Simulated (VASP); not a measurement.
Write the native input for VASP 6.6.1 that does the following.

```yaml
Task: single point
Functional: r2SCAN
Potentials_or_basis: VASP PAW PBE potentials, release 64 (Mg, Sn_d)
Cutoff: 660 eV
k_mesh: 10 × 10 × 10
Occupations: gaussian, width 0.01 eV
Spin: no spin polarisation
Dipole_correction: no
Further_INCAR_settings: ALGO = Normal; EDIFF = 1e-06; NBANDS = 16
```

Crystal: Mg2Sn.

```
Mg Sn
1.0
     0.00000    3.31168    3.31168
     3.31168    0.00000    3.31168
     3.31168    3.31168    0.00000
Mg Sn
2 1
Direct
  0.25000 0.25000 0.25000
  0.75000 0.75000 0.75000
  0.00000 0.00000 0.00000
```

The input as run:

POSCAR

```
Mg2Sn
1.0
    0.0000000000      3.3116796719      3.3116796719
    3.3116796719      0.0000000000      3.3116796719
    3.3116796719      3.3116796719      0.0000000000
Mg Sn
2 1
Direct
    0.2500000000      0.2500000000      0.2500000000
    0.7500000000      0.7500000000      0.7500000000
    0.0000000000      0.0000000000      0.0000000000
```

INCAR.step1

```
SYSTEM = Mg2Sn
PREC = Accurate
ENCUT = 660
ISMEAR = 0
SIGMA = 0.01
LREAL = .FALSE.
LASPH = .TRUE.
NELM = 120
NBANDS = 16
GGA = PE
ALGO = Normal
EDIFF = 1E-5
LWAVE = .TRUE.
LCHARG = .FALSE.
GGA_COMPAT = .FALSE.
```

INCAR.step2

```
SYSTEM = Mg2Sn
PREC = Accurate
ENCUT = 660
EDIFF = 1E-6
ISMEAR = 0
SIGMA = 0.01
LREAL = .FALSE.
LASPH = .TRUE.
NELM = 120
ALGO = Normal
ISIF = 2
LWAVE = .FALSE.
LCHARG = .FALSE.
METAGGA = R2SCAN
LMIXTAU = .TRUE.
NBANDS = 16
ISTART = 1
GGA_COMPAT = .FALSE.
```

KPOINTS

```
regular mesh
0
G
  10 10 10
  0 0 0
```

Potentials or basis: VASP PAW PBE potentials, release 64 (Mg, Sn_d).

The run is started by

```sh
$ cat potpaw_PBE.64/Mg/POTCAR potpaw_PBE.64/Sn_d/POTCAR > POTCAR
$ cp INCAR.step1 INCAR
$ mpirun -np 1 vasp_std > vasp.out
$ cp INCAR.step2 INCAR
$ mpirun -np 1 vasp_std > vasp.out
```

It gave:

```json
{"Pressure": "3.0 GPa"}
```

Caveat: the cell stands under pressure; the PAW data sets were made with another functional, which shifts forces and pressure a little.

It took 4.4 min on 1 thread of Intel(R) Xeon(R) Platinum 8259CL CPU @ 2.50GHz (Skylake/Cascade Lake), with other jobs on the host, peak memory 0.3 GiB.
